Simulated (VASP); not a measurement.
Input of a VASP 6.6.1 run:

INCAR

```
PREC = Accurate
ENCUT = 600
EDIFF = 1E-6
ISMEAR = -1
SIGMA = 0.05
LREAL = False
LASPH = True
NELM = 200
ALGO = Normal
ISIF = 2
LWAVE = False
LCHARG = False
ISPIN = 2
MAGMOM = 2 2 0 0 0 0
LORBIT = 11
LMAXMIX = 4
NBANDS = 38
GGA_COMPAT = False
```

KPOINTS

```
Automatic mesh
0
Gamma
  6 6 9
```

File POSCAR:

```
VO2
1.0
    4.4769514558      0.0000000000      0.0000000000
    0.0000000000      4.4769514558      0.0000000000
    0.0000000000      0.0000000000      3.0240168340
V O
2 4
Direct
    0.5000000000      0.5000000000      0.5000000000
    0.0000000000      0.0000000000      0.0000000000
    0.2003580000      0.7996420000      0.5000000000
    0.7996420000      0.2003580000      0.5000000000
    0.7003580000      0.7003580000      0.0000000000
    0.2996420000      0.2996420000      0.0000000000
```

Potentials or basis: VASP PAW LDA potentials, release 64 (V_sv, O).

The run is started by

```sh
$ cat potpaw_LDA.64/V_sv/POTCAR potpaw_LDA.64/O/POTCAR > POTCAR
$ mpirun -np 1 vasp_std > vasp.out
```

Question: What does it give for the largest force?

Answer: 0.317 eV/Å.

Question: What does it give for the pressure?

Answer: -18.3 GPa.

Question: What does it give for the band gap on the k mesh?

Answer: Zero (filled and empty bands overlap).

Stress tensor (GPa, compression positive):
```
-11.21   0.00   0.00
  0.00 -11.21   0.00
  0.00   0.00 -32.38
```

Caveat: the stress differs along the axes, from -32 to -11 GPa; semilocal functionals often make such compounds metallic where correlation or magnetic order opens a gap, which also shifts bond lengths. With open d or f shells a metallic result of LDA can be an artefact of self-interaction; +U or a hybrid may open a gap.
